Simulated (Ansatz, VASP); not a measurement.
BAsF4 in VASP and in Ansatz

The input INCAR:

```
SYSTEM = BAsF4
PREC = Accurate
ENCUT = 520
EDIFF = 1E-7
ISMEAR = -1
SIGMA = 0.1
LREAL = .FALSE.
LASPH = .TRUE.
NELM = 80
ALGO = Normal
ISIF = 2
LWAVE = .FALSE.
LCHARG = .FALSE.
GGA = PS
NBANDS = 27
```

The input KPOINTS:

```
regular mesh
0
G
  8 8 8
  0 0 0
```

File POSCAR:

```
BAsF4
1.0
    0.0000000000      4.6788650000      0.0000000000
    4.6788650000      0.0000000000      0.0000000000
    2.3394320000      2.3394320000     -3.5695180000
F As B
4 1 1
Direct
    0.4058900000      0.2902200000      0.7352400000
    0.7097800000      0.1411300000      0.2647600000
    0.8588700000      0.9745400000      0.7352400000
    0.0254600000      0.5941100000      0.2647600000
    0.0000000000      0.0000000000      0.0000000000
    0.7500000000      0.2500000000      0.5000000000
```

Input for Ansatz:

```yaml
crystal:
  lattice:
    - [0.0, 4.678865, 0.0]
    - [4.678865, 0.0, 0.0]
    - [2.339432, 2.339432, -3.569518]
  atoms:
    - { symbol: F, position: [0.40589, 0.29022, 0.73524] }
    - { symbol: F, position: [0.70978, 0.14113, 0.26476] }
    - { symbol: F, position: [0.85887, 0.97454, 0.73524] }
    - { symbol: F, position: [0.02546, 0.59411, 0.26476] }
    - { symbol: As, position: [0.0, 0.0, 0.0] }
    - { symbol: B, position: [0.75, 0.25, 0.5] }
  symmetry: { tolerance: 0.0003 }
kpoints:
  mp_grid: { grid: [8, 8, 8], shift: [0, 0, 0] }
  band_path:
    path:
      - [0.0, 0.0, 0.0]
      - [0.5, -0.5, 0.0]
      - [0.5, -0.5, 0.25]
      - [0.0, -0.5, 0.0]
      - [0.0, 0.0, 0.0]
      - [0.0, 0.0, 0.5]
      - [0.0, -0.28523085, 0.35738457]
      - [0.0, -0.71476915, -0.35738457]
      - [0.0, 0.0, 0.0]
      - [0.5, -0.5, 0.0]
      - [0.28523085, -0.71476915, -0.21476915]
    npoints: 7
magnetization:
  spin_polarized: false
scf:
  occupations: { method: fermi_dirac }
  lower_state_search: "off"
  max_iter: 200
hamiltonian:
  pseudopotentials: { kind: paw }
  xc: pbesol
basis:
  ecutwfc: 420
  fft_grid_basis: typed
output:
  forces: true
  stress: true
  eigenvalues: true
  bader: true
  populations: true
  elf: true
  write_potential: true
  volumetric_format: npy
  dos:
    e_range: [-12, 8]
    de: 0.05
    projected: { site_lists: { As: [As], B: [B], F: [F] } }
  write_density: true
checkpoint:
  read: saved_state
```

Alike in both runs: task single point; functional PBEsol; k mesh 8 × 8 × 8; no spin polarisation.

|  | VASP | Ansatz |
| --- | --- | --- |
| version | VASP 6.6.1 | Ansatz 0.2.0 |
| potentials or method | VASP PAW PBE potentials, release 64 (F, As, B), cutoff 520 eV | PAW plane waves |
| occupations | fermi-dirac, width 0.1 eV | fermi-dirac |
| valence electrons in the cell | 36 | 46 |

Ansatz gave:

- rms of the force components (eV/Å): 4.326

Problem. Estimate VASP's values.

Solution. rms of the force components (eV/Å): 4.370.

VASP's potentials were made for PBE, not for PBEsol. Atom by atom the forces differ by 0.063 eV/Å (rms over components). VASP's potentials hold 36 valence electrons a cell and Ansatz's 46, so a difference there can come from the potentials and not from the codes.
